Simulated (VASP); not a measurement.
YC2N2:

```
Y C N
1.0
     7.75838    0.00000    0.00000
     0.00000    7.75838    0.00000
     0.00000    0.00000    3.60384
Y C N
2 4 4
Cartesian
  0.0000 0.0000 0.0000
  3.8792 3.8792 0.0000
  1.4892 6.2692 0.0000
  6.2692 1.4892 0.0000
  1.4892 1.4892 0.0000
  6.2692 6.2692 0.0000
  2.3165 5.4419 0.0000
  5.4419 2.3165 0.0000
  2.3165 2.3165 0.0000
  5.4419 5.4419 0.0000
```

```yaml
Program: VASP 6.6.1
Task: relaxation of cell and atoms
Functional: PBE
Potentials_or_basis: VASP PAW PBE potentials, release 64 (Y_sv, C, N)
Cutoff: 600 eV
k_mesh: 2 × 2 × 6
Occupations: gaussian, width 0.1 eV
Spin: no spin polarisation
```

At the start: pressure 16.3 GPa; volume 21.69 Å³/atom.

**Question.** How do energy, volume and symmetry change on relaxing?

**Answer.** Over 18 steps the energy falls by 367.6 meV/atom and the volume is 27.07 Å³/atom (+24.8 %); space group P4/mmm (No. 123, to 0.1 Å) before and after.

The path:
| step | energy change (eV) | largest force (eV/Å) | pressure (GPa) | volume (Å³) |
| --- | --- | --- | --- | --- |
| 1 | 0.0000 | 3.6804 | 16.31 | 216.92 |
| 2 | -3.0117 | 1.8469 | -2.38 | 292.09 |
| 3 | -3.5297 | 1.5416 | 1.09 | 264.31 |
| 4 | -3.5303 | 1.5556 | 0.83 | 265.92 |
| 5 | -1.7338 | 8.0800 | -8.44 | 275.04 |
| 6 | -3.5584 | 0.5904 | -0.50 | 266.83 |
| 7 | -3.5588 | 0.4724 | -0.38 | 266.74 |
| 8 | -3.6173 | 0.3930 | -0.06 | 266.00 |
| 9 | -3.6575 | 0.2036 | 0.71 | 264.50 |
| 10 | -3.6584 | 0.2310 | 0.60 | 264.70 |
| 11 | -3.6608 | 0.8608 | 1.01 | 268.35 |
| 12 | -3.6659 | 0.4309 | 0.82 | 266.70 |
| 13 | -3.6708 | 0.3001 | 0.57 | 267.82 |
| 14 | -3.6754 | 0.0200 | 0.04 | 270.29 |
| 15 | -3.6754 | 0.0079 | 0.02 | 270.40 |
| 16 | -3.6754 | 0.0004 | 0.00 | 270.48 |
| 17 | -3.6755 | 0.0044 | 0.01 | 270.54 |
| 18 | -3.6758 | 0.0197 | 0.01 | 270.74 |

Final structure:
```
Y C N
1.0
     8.53904    0.00000    0.00000
     0.00000    8.53904    0.00000
     0.00000    0.00000    3.71310
Y C N
2 4 4
Direct
  0.00000 0.00000 0.00000
  0.50000 0.50000 0.00000
  0.20788 0.79212 0.00000
  0.79212 0.20788 0.00000
  0.20788 0.20788 0.00000
  0.79212 0.79212 0.00000
  0.30509 0.69491 0.00000
  0.69491 0.30509 0.00000
  0.30509 0.30509 0.00000
  0.69491 0.69491 0.00000
```

Caveat: the k points lie up to 0.37 Å⁻¹ apart in the final cell, too coarse for converged energies and pressures of a metal; the volume moved by over 15 % at a fixed basis, so the end points are rough.
